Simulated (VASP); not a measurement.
Crystal: RbBr (CsCl type).

```xyz
2
Lattice="3.3442 0.0000 0.0000 0.0000 3.3442 0.0000 0.0000 0.0000 3.3442" Properties=species:S:1:pos:R:3 pbc="T T T"
Rb    0.0000    0.0000    0.0000
Br    1.6721    1.6721    1.6721
```

Base run:

| Item | Value |
| --- | --- |
| Program | VASP 6.6.1 |
| Functional | LDA |
| Potentials or basis | VASP PAW LDA potentials, release 64 (Rb_sv, Br) |
| Cutoff | 520 eV |
| k mesh | 12 × 12 × 12, shifted |
| Occupations | methfessel-paxton, width 0.05 eV |
| Spin | no spin polarisation |

Its results: band gap on the k mesh 3.58 eV, direct; pressure 42.2 GPa.

The run is repeated on the same cell with these changes: k mesh from 12 × 12 × 12, shifted to 12 × 12 × 12; occupations from methfessel-paxton, width 0.05 eV to fermi-dirac, width 0.1 eV. What comes out?

Band gap on the k mesh 3.28 eV, direct; pressure 42.2 GPa.

A k mesh can miss the band edges.
